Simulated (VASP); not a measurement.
# Cu (Fd-3m) in VASP: notebook

Runs on Cu. Level: PBE. Tasks: single point, relaxation of cell and atoms.

All numbers are computed with VASP 6.6.1; they aren't measurements. Logs are shortened: lines on timing, memory, paths and dates and some standing lists are left out, and cuts for length are marked.

**1. The cell of the first run**

Symmetry: Fd-3m, No. 227, cubic system. Conventional cell: a = 7.403 Å, b = 7.403 Å, c = 7.403 Å, α = 90.00°, β = 90.00°, γ = 90.00°. Within 3.2 Å of Cu (site symmetry 3m) lie 12 Cu at 2.45 to 2.79 Å.

The cell was built from a structure type or drawn by symmetry, and may not be a known phase.

**2. Single point, PBE**

File INCAR:

```
PREC = Accurate
ENCUT = 520
EDIFF = 1E-6
ISMEAR = 0
SIGMA = 0.1
LREAL = False
LASPH = True
NELM = 100
ALGO = Fast
ISIF = 2
LWAVE = False
LCHARG = False
GGA = PE
NBANDS = 54
```

File KPOINTS:

```
regular mesh
0
Gamma
  4 4 4
```

File POSCAR:

```
Cu
1.0
    0.0000000000      3.7017132300      3.7017132300
    3.7017132300      0.0000000000      3.7017132300
    3.7017132300      3.7017132300      0.0000000000
Cu
8
Direct
    0.8831778600      0.8831778600      0.8831778600
    0.8831778600      0.8831778600      0.3504664300
    0.8831778600      0.3504664300      0.8831778600
    0.3504664300      0.8831778600      0.8831778600
    0.3668221400      0.3668221400      0.8995335700
    0.3668221400      0.3668221400      0.3668221400
    0.3668221400      0.8995335700      0.3668221400
    0.8995335700      0.3668221400      0.3668221400
```

Potentials or basis: VASP PAW PBE potentials, release 64 (Cu).

Command:

```
> cat potpaw_PBE.64/Cu/POTCAR > POTCAR
> mpirun -np 1 vasp_std > vasp.out
```

OUTCAR:

```text
PREC = Accurate
   ENCUT = 520
   EDIFF = 1E-6
   ISMEAR = 0
   LREAL = False
   LASPH = True
   NELM = 100
   ISIF = 2
   GGA = PE

 ion  position               nearest neighbor table
   1  0.883  0.883  0.883-   2 2.45   3 2.45   4 2.45   5 2.62   5 2.62   7 2.62   8 2.62   8 2.62
                             7 2.62   4 2.79   2 2.79   3 2.79
   2  0.883  0.883  0.350-   1 2.45   3 2.45   4 2.45   7 2.62   8 2.62   6 2.62   6 2.62   8 2.62
                             7 2.62   4 2.79   1 2.79   3 2.79
   3  0.883  0.350  0.883-   1 2.45   2 2.45   4 2.45   5 2.62   8 2.62   6 2.62   6 2.62   5 2.62
                             8 2.62   4 2.79   2 2.79   1 2.79
   4  0.350  0.883  0.883-   1 2.45   2 2.45   3 2.45   5 2.62   7 2.62   6 2.62   6 2.62   5 2.62
                             7 2.62   1 2.79   2 2.79   3 2.79
   5  0.367  0.367  0.900-   6 2.45   7 2.45   8 2.45   4 2.62   3 2.62   1 2.62   1 2.62   4 2.62
                             3 2.62   7 2.79   8 2.79   6 2.79
   6  0.367  0.367  0.367-   5 2.45   7 2.45   8 2.45   2 2.62   2 2.62   4 2.62   3 2.62   4 2.62
                             3 2.62   8 2.79   7 2.79   5 2.79
   7  0.367  0.900  0.367-   5 2.45   6 2.45   8 2.45   4 2.62   2 2.62   1 2.62   1 2.62   4 2.62
                             2 2.62   8 2.79   5 2.79   6 2.79
   8  0.900  0.367  0.367-   5 2.45   6 2.45   7 2.45   3 2.62   2 2.62   1 2.62   1 2.62   3 2.62
                             2 2.62   7 2.79   5 2.79   6 2.79

  LATTYP: Found a face centered cubic cell.
 ALAT       =     7.4034264600

  Lattice vectors:

 A1 = (   0.0000000000,   3.7017132300,   3.7017132300)
 A2 = (   3.7017132300,   0.0000000000,   3.7017132300)
 A3 = (   3.7017132300,   3.7017132300,   0.0000000000)

Analysis of symmetry for initial positions (statically):
=====================================================================
 Subroutine PRICEL returns:
 Original cell was already a primitive cell.

 Routine SETGRP: Setting up the symmetry group for a
 face centered cubic supercell.

 Subroutine GETGRP returns: Found 48 space group operations
 (whereof 24 operations were pure point group operations)
 out of a pool of 48 trial point group operations.

The static configuration has the point symmetry T_d .
 The point group associated with its full space group is O_h .

Analysis of symmetry for dynamics (positions and initial velocities):
=====================================================================
 Subroutine PRICEL returns:
 Original cell was already a primitive cell.

 Routine SETGRP: Setting up the symmetry group for a
 face centered cubic supercell.

 Subroutine GETGRP returns: Found 48 space group operations
 (whereof 24 operations were pure point group operations)
 out of a pool of 48 trial point group operations.

The dynamic configuration has the point symmetry T_d .
 The point group associated with its full space group is O_h .

 Subroutine INISYM returns: Found 48 space group operations
 (whereof 24 operations are pure point group operations),
 and found     1 'primitive' translations

----------------------------------------------------------------------------------------

                                     Primitive cell

  volume of cell :     101.4468

  direct lattice vectors                    reciprocal lattice vectors
     0.000000000  3.701713230  3.701713230    -0.135072592  0.135072592  0.135072592
     3.701713230  0.000000000  3.701713230     0.135072592 -0.135072592  0.135072592
     3.701713230  3.701713230  0.000000000     0.135072592  0.135072592 -0.135072592

  length of vectors
     5.235013054  5.235013054  5.235013054     0.233952592  0.233952592  0.233952592

  position of ions in fractional coordinates (direct lattice)
     0.883177860  0.883177860  0.883177860
     0.883177860  0.883177860  0.350466430
     0.883177860  0.350466430  0.883177860
     0.350466430  0.883177860  0.883177860
     0.366822140  0.366822140  0.899533570
     0.366822140  0.366822140  0.366822140
     0.366822140  0.899533570  0.366822140
     0.899533570  0.366822140  0.366822140

  ion indices of the primitive-cell ions
   primitive index   ion index
                 1           1
                 2           2
                 3           3
                 4           4
                 5           5
                 6           6
                 7           7
                 8           8

----------------------------------------------------------------------------------------

 KPOINTS: regular mesh

Automatic generation of k-mesh.
 Grid dimensions read from file:
 generate k-points for:    4    4    4

 Generating k-lattice:

  Cartesian coordinates                     Fractional coordinates (reciprocal lattice)
    -0.033768148  0.033768148  0.033768148     0.250000000  0.000000000  0.000000000
     0.033768148 -0.033768148  0.033768148     0.000000000  0.250000000  0.000000000
     0.033768148  0.033768148 -0.033768148     0.000000000  0.000000000  0.250000000

  Length of vectors
     0.058488148  0.058488148  0.058488148

  Shift w.r.t. Gamma in fractional coordinates (k-lattice)
     0.000000000  0.000000000  0.000000000

 Subroutine IBZKPT returns following result:
 ===========================================

 Found      8 irreducible k-points:

 Following reciprocal coordinates:
            Coordinates               Weight
  0.000000  0.000000  0.000000      1.000000
  0.250000  0.000000  0.000000      8.000000
  0.500000  0.000000  0.000000      4.000000
  0.250000  0.250000  0.000000      6.000000
  0.500000  0.250000  0.000000     24.000000
 -0.250000  0.250000  0.000000     12.000000
  0.500000  0.500000  0.000000      3.000000
 -0.250000  0.500000  0.250000      6.000000
   k-points           NKPTS =      8   k-points in BZ     NKDIM =      8   number of bands    NBANDS=     54
   number of dos      NEDOS =    301   number of ions     NIONS =      8
   total plane-waves  NPLWV =  64000
   dimension x,y,z NGX =    40 NGY =   40 NGZ =   40
   dimension x,y,z NGXF=    80 NGYF=   80 NGZF=   80
   ions per type =               8
   NGX,Y,Z   is equivalent  to a cutoff of  12.70, 12.70, 12.70 a.u.
   NGXF,Y,Z  is equivalent  to a cutoff of  25.41, 25.41, 25.41 a.u.
 SYSTEM =  unknown system
   PREC   = accura    normal or accurate (medium, high low for compatibility)
   ISTART =      0    job   : 0-new  1-cont  2-samecut
   ICHARG =      2    charge: 1-file 2-atom 10-const
   ISPIN  =      1    spin polarized calculation?
   LNONCOLLINEAR =      F non collinear calculations
   LSORBIT =      F    spin-orbit coupling
   LASPH  =      T    aspherical Exc in radial PAW
   ENCUT  =  520.0 eV  38.22 Ry    6.18 a.u.   9.73  9.73  9.73*2*pi/ulx,y,z
   NELM   =    100;   NELMIN=  2; NELMDL= -5     # of ELM steps
   EDIFF  = 0.1E-05   stopping-criterion for ELM
   LREAL  =      F    real-space projection
   EDIFFG = 0.1E-04   stopping-criterion for IOM
   NSW    =      0    number of steps for IOM
   IBRION =     -1    ionic relax: 0-MD 1-quasi-New 2-CG
   NFREE  =      0    steps in history (QN), initial steepest desc. (CG)
   ISIF   =      2    stress and relaxation
   ISYM   =      2    0-nonsym 1-usesym 2-fastsym
   POTIM  = 0.5000    time-step for ionic-motion
   TEBEG  =    0.0;   TEEND  =   0.0 temperature during run
   PSTRESS=    0.0 pullay stress
   NELECT =      88.0000    total number of electrons
   NUPDOWN=      -1.0000    fix difference up-down
   EMIN   =  10.00;   EMAX   =-10.00  energy-range for DOS
   EFERMI =   0.00;   METHOD = LEGACY
   ISMEAR =     0;   SIGMA  =   0.10  broadening in eV -4-tet -1-fermi 0-gaus
   EFERMI_NEDOS =   21; number of points for ismear=-14 and -15
   IALGO  =     68    algorithm
   IMIX   =      4    mixing-type and parameters
     AMIX     =   0.40;   BMIX     =  1.00
     AMIX_MAG =   1.60;   BMIX_MAG =  1.00
  volume/ion in A,a.u.               =      12.68        85.57
  Fermi-wavevector in a.u.,A,eV,Ry     =   1.561312  2.950451 33.166844  2.437694
  Thomas-Fermi vector in A             =   2.664396
   LORBIT       =      0    0 simple, 1 ext, 2 COOP (PROOUT), +10 PAW based schemes
   GGA     = PE    functional components
   LHFCALC =     F    Hartree Fock is set to
   AEXX    =    0.0000 exact exchange contribution
   IVDW    =     0    specifies the selected vdW correction
   LEPSILON=     F    determine dielectric tensor
   LRPA    =     F    only Hartree local field effects (RPA)
 non-spin polarized calculation
 RMM-DIIS sequential band-by-band and
 Gauss-broadening in eV      SIGMA  =   0.10
  energy-cutoff  :      520.00
  volume of cell :      101.45
 maximum number of plane-waves:      2764
 NGX is ok and might be reduce to    40
   NGX = 19   NGY = 19   NGZ = 19

 number of electron      88.0000003 magnetization

 Free energy of the ion-electron system (eV)
  ---------------------------------------------------
  ext. energy  EPLUGINS =         0.00000000
  ---------------------------------------------------
  free energy    TOTEN  =       -29.00125694 eV

  energy without entropy =      -28.97710591  energy(sigma->0) =      -28.98918143

 E-fermi :   6.6533     XC(G=0): -12.2954

 val. band max:        6.5878115750   @ k =   0.5000   0.2500   0.0000
 cond. band min:       6.8950884378   @ k =   0.2500   0.0000   0.0000
 fundamental gap:      0.3072768628
 Fermi energy:         6.6533050508

 k-point     1 :       0.0000    0.0000    0.0000
  band No.  band energies     occupation
      1      -2.1234      2.00000
      2       1.8798      2.00000
      3       2.0205      2.00000
      4       2.0205      2.00000
      5       2.0205      2.00000
      6       2.1703      2.00000
[... 46 lines left out ...]
     53      13.3396      0.00000
     54      13.3396      0.00000

 k-point     2 :       0.2500    0.0000    0.0000
  band No.  band energies     occupation
      1      -1.5951      2.00000
      2       1.5334      2.00000
      3       2.1316      2.00000
      4       2.2391      2.00000
      5       2.2391      2.00000
      6       2.3291      2.00000
[... 334 lines left out ...]
 k-point     8 :      -0.2500    0.5000    0.2500
  band No.  band energies     occupation
      1       0.7879      2.00000
      2       0.7879      2.00000
      3       1.3592      2.00000
      4       1.3592      2.00000
      5       2.9003      2.00000
      6       2.9003      2.00000
[... 46 lines left out ...]
     53      15.1040      0.00000
     54      15.1082      0.00000

------------------------ aborting loop because EDIFF is reached ----------------------------------------

  FORCE on cell =-STRESS in cart. coord.  units (eV):
  Direction    XX          YY          ZZ          XY          YZ          ZX
  --------------------------------------------------------------------------------------
  -------------------------------------------------------------------------------------
  Total       -1.4177358     -1.4177358     -1.4177358      0.0000000      0.0000000      0.0000000
  in kB      -22.3906952    -22.3906952    -22.3906952      0.0000000      0.0000000      0.0000000
  external PRESSURE =     -22.3906952 kB  Pullay stress =       0.0000000 kB

 VOLUME and BASIS-vectors are now :
 -----------------------------------------------------------------------------
  energy-cutoff  :      520.00
  volume of cell :      101.45
      direct lattice vectors                 reciprocal lattice vectors
     0.000000000  3.701713230  3.701713230    -0.135072592  0.135072592  0.135072592
     3.701713230  0.000000000  3.701713230     0.135072592 -0.135072592  0.135072592
     3.701713230  3.701713230  0.000000000     0.135072592  0.135072592 -0.135072592

 POSITION                                       TOTAL-FORCE (eV/Angst)
 -----------------------------------------------------------------------------------
      6.53854      6.53854      6.53854        -0.724334     -0.724334     -0.724334
      4.56660      4.56660      6.53854         0.724334      0.724334     -0.724334
      4.56660      6.53854      4.56660         0.724334     -0.724334      0.724334
      6.53854      4.56660      4.56660        -0.724334      0.724334      0.724334
      4.68769      4.68769      2.71574        -0.724334     -0.724334      0.724334
      2.71574      2.71574      2.71574         0.724334      0.724334      0.724334
      4.68769      2.71574      4.68769        -0.724334      0.724334     -0.724334
      2.71574      4.68769      4.68769         0.724334     -0.724334     -0.724334
 -----------------------------------------------------------------------------------
    total drift:                                0.000014      0.000014      0.000020

  FREE ENERGIE OF THE ION-ELECTRON SYSTEM (eV)
  ---------------------------------------------------
  free  energy   TOTEN  =       -29.0012569413 eV

  energy  without entropy=      -28.9771059089  energy(sigma->0) =      -28.98918143
```

It took 2.4 min on 1 thread of Intel Xeon 8259CL, shared host; peak memory 0.23 GiB.

What came out:

```yaml
Free_energy: -29.0013 eV
Pressure: -2.2 GPa
Largest_force: 1.255 eV/Å
Band_gap_on_the_k_mesh: zero (bands 44 and 45 overlap by 1.46 eV)
```

Forces in eV/Å, atoms in the order of the input:
```
Cu  -0.724 -0.724 -0.724
Cu   0.724  0.724 -0.724
Cu   0.724 -0.724  0.724
Cu  -0.724  0.724  0.724
Cu  -0.724 -0.724  0.724
Cu   0.724  0.724  0.724
Cu  -0.724  0.724 -0.724
Cu   0.724 -0.724 -0.724
```

Caveat: the k points lie up to 0.37 Å⁻¹ apart, too coarse for converged energies and pressures of a metal; forces of over 1 eV/Å act on the atoms, so gaps and moduli don't describe the material at rest.

**3. Relaxation of cell and atoms, PBE**

File INCAR:

```
PREC     = Accurate       # precision mode
ENCUT    = 600            # plane-wave cutoff, eV
EDIFF    = 1E-6           # SCF threshold, eV
ISMEAR   = 0              # smearing method
SIGMA    = 0.1            # smearing width, eV
LREAL    = False          # projectors in reciprocal space
LASPH    = True           # aspherical terms in the spheres
NELM     = 100            # most SCF steps
ALGO     = Fast           # electronic algorithm
ISIF     = 3              # what is computed and relaxed
LWAVE    = False          # write WAVECAR
LCHARG   = False          # write CHGCAR
GGA      = PE             # functional
IBRION   = 2              # ionic algorithm
NSW      = 90             # ionic steps
EDIFFG   = -0.04          # ionic threshold
```

File KPOINTS:

```
Automatic mesh
0
Gamma
  4 4 4
```

POSCAR is that of step 2.

Potentials or basis: VASP PAW PBE potentials, release 64 (Cu).

Command:

```
> cat potpaw_PBE.64/Cu/POTCAR > POTCAR
> mpirun -np 1 vasp_std > vasp.out
```

OUTCAR:

```text
PREC = Accurate
   ENCUT = 600
   EDIFF = 1E-6
   ISMEAR = 0
   LREAL = False
   LASPH = True
   NELM = 100
   ISIF = 3
   GGA = PE
   IBRION = 2
   NSW = 90
   EDIFFG = -0.04

 ion  position               nearest neighbor table
   1  0.883  0.883  0.883-   2 2.45   3 2.45   4 2.45   5 2.62   5 2.62   7 2.62   8 2.62   8 2.62
                             7 2.62   4 2.79   2 2.79   3 2.79
   2  0.883  0.883  0.350-   1 2.45   3 2.45   4 2.45   7 2.62   8 2.62   6 2.62   6 2.62   8 2.62
                             7 2.62   4 2.79   1 2.79   3 2.79
   3  0.883  0.350  0.883-   1 2.45   2 2.45   4 2.45   5 2.62   8 2.62   6 2.62   6 2.62   5 2.62
                             8 2.62   4 2.79   2 2.79   1 2.79
   4  0.350  0.883  0.883-   1 2.45   2 2.45   3 2.45   5 2.62   7 2.62   6 2.62   6 2.62   5 2.62
                             7 2.62   1 2.79   2 2.79   3 2.79
   5  0.367  0.367  0.900-   6 2.45   7 2.45   8 2.45   4 2.62   3 2.62   1 2.62   1 2.62   4 2.62
[... 199 lines left out ...]
  Total       -1.5724389     -1.5724389     -1.5724389      0.0000000      0.0000000      0.0000000
  in kB      -24.8339650    -24.8339650    -24.8339650      0.0000000      0.0000000      0.0000000
  external PRESSURE =     -24.8339650 kB  Pullay stress =       0.0000000 kB
[... 113 lines left out ...]
--------------------------------------- Ionic step        4  -------------------------------------------

 number of electron      88.0000020 magnetization

 Free energy of the ion-electron system (eV)
  ---------------------------------------------------
  ext. energy  EPLUGINS =         0.00000000
  ---------------------------------------------------
  free energy    TOTEN  =       -29.59316227 eV

  energy without entropy =      -29.56861379  energy(sigma->0) =      -29.58088803

 E-fermi :   7.2430     XC(G=0): -12.5992

 val. band max:        7.1685752530   @ k =   0.5000   0.2500   0.0000
 cond. band min:       7.4603574147   @ k =   0.2500   0.0000   0.0000
 fundamental gap:      0.2917821617
 Fermi energy:         7.2430067467

 k-point     1 :       0.0000    0.0000    0.0000
  band No.  band energies     occupation
      1      -1.8667      2.00000
      2       2.3713      2.00000
      3       2.3713      2.00000
      4       2.3713      2.00000
      5       2.3713      2.00000
      6       2.5741      2.00000
[... 464 lines left out ...]
  FREE ENERGIE OF THE ION-ELECTRON SYSTEM (eV)
  ---------------------------------------------------
  free  energy   TOTEN  =       -29.5931622672 eV

  energy  without entropy=      -29.5686137866  energy(sigma->0) =      -29.58088803

 reached required accuracy - stopping structural energy minimisation
```

Run time: 8.1 min. Hardware: 1 thread of Intel Xeon 8259CL, shared host; peak memory 0.27 GiB.

Results:

```yaml
Free_energy: -29.5932 eV
Relaxed_volume: 12.07 Å³/atom
Relaxed_cell: a = 5.149 Å, b = 5.149 Å, c = 5.149 Å, α = 60.00°, β = 60.00°, γ = 60.00°
Space_group_after_relaxing_to_0.1_Å: Fm-3m (No. 225)
Energy_gained_by_relaxing: 73.9 meV/atom
Ionic_steps: 4
Pressure_after_relaxing: 0.1 GPa
Largest_force_after_relaxing: 0.006 eV/Å
Band_gap_on_the_k_mesh: zero (bands 44 and 45 overlap by 1.86 eV)
```

Forces on the atoms (eV/Å):
```
Cu  -0.003 -0.003 -0.003
Cu   0.003  0.003 -0.003
Cu   0.003 -0.003  0.003
Cu  -0.003  0.003  0.003
Cu  -0.003 -0.003  0.003
Cu   0.003  0.003  0.003
Cu  -0.003  0.003 -0.003
Cu   0.003 -0.003 -0.003
```

Step by step:
```
step  energy change (eV)  largest force (eV/Å)  pressure (GPa)  volume (Å³)
   1              0.0000                1.2531           -2.48       101.45
   2             -0.4783                0.5507           -2.20        98.59
   3             -0.5858                0.1289            0.26        96.11
   4             -0.5914                0.0059            0.13        96.55
```

Final structure:
```xyz
8
Lattice="0.0000 3.6412 3.6412 3.6412 0.0000 3.6412 3.6412 3.6412 0.0000" Properties=species:S:1:pos:R:3 pbc="T T T"
Cu    6.3723    6.3723    6.3723
Cu    4.5513    4.5513    6.3723
Cu    4.5513    6.3723    4.5513
Cu    6.3723    4.5513    4.5513
Cu    4.5517    4.5517    2.7307
Cu    2.7307    2.7307    2.7307
Cu    4.5517    2.7307    4.5517
Cu    2.7307    4.5517    4.5517
```

Caveat: the k points lie up to 0.37 Å⁻¹ apart in the final cell, too coarse for converged energies and pressures of a metal.
